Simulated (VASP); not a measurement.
Set up this calculation in VASP 6.6.1, as the native input.

| Item | Value |
| --- | --- |
| Task | relaxation of cell and atoms |
| Functional | PBE |
| Potentials or basis | VASP PAW PBE potentials, release 64 (Sr_sv, Be, Cd) |
| Cutoff | 600 eV |
| k mesh | 4 × 4 × 4 |
| Occupations | gaussian, width 0.1 eV |
| Spin | no spin polarisation |
| Dipole correction | no |
| Further INCAR settings | ALGO = Normal; EDIFF = 1e-06; IBRION = 2; EDIFFG = -0.04; NSW = 90; ISIF = 3 |

The structure of SrBe4Cd lies in POSCAR:

```
SrBe4Cd
1.0
    0.0000000000      3.4475280244      3.4475280244
    3.4475280244      0.0000000000      3.4475280244
    3.4475280244      3.4475280244      0.0000000000
Sr Be Cd
1 4 1
Direct
    0.0000000000      0.0000000000      0.0000000000
    0.3750000000      0.8750000000      0.3750000000
    0.3750000000      0.3750000000      0.8750000000
    0.3750000000      0.3750000000      0.3750000000
    0.8750000000      0.3750000000      0.3750000000
    0.7500000000      0.7500000000      0.7500000000
```

The input as run:

INCAR

```
SYSTEM = SrBe4Cd
ALGO = Normal
EDIFF = 1E-6
EDIFFG = -0.04
ENCUT = 600
GGA = PE
IBRION = 2
ISIF = 3
ISMEAR = 0
LASPH = .True.
LCHARG = .False.
LREAL = .False.
LWAVE = .False.
NELM = 60
NSW = 90
PREC = Accurate
SIGMA = 0.1
```

KPOINTS

```
k-points
0
Gamma
  4 4 4
  0 0 0
```

Potentials or basis: VASP PAW PBE potentials, release 64 (Sr_sv, Be, Cd).

Command:

```console
$ cat potpaw_PBE.64/Sr_sv/POTCAR potpaw_PBE.64/Be/POTCAR potpaw_PBE.64/Cd/POTCAR > POTCAR
$ mpirun -np 1 vasp_std > vasp.out
```

It gave:

The relaxed volume is 15.34 Å³/atom. The relaxed cell is a = 5.068 Å, b = 5.068 Å, c = 5.068 Å, α = 60.00°, β = 60.00°, γ = 60.00°. The space group after relaxing (to 0.1 Å) is F-43m (No. 216). The energy gained by relaxing is 44.9 meV/atom, the ionic steps are 6 and the pressure after relaxing is 0.2 GPa. The band gap on the k mesh is zero (bands 15 and 16 overlap by 0.46 eV).

Caveat: the k points lie up to 0.38 Å⁻¹ apart in the final cell.

Run time: 56 s on 1 thread of Intel(R) Xeon(R) 6975P-C (Granite Rapids) (shared host), peak memory 0.26 GiB.
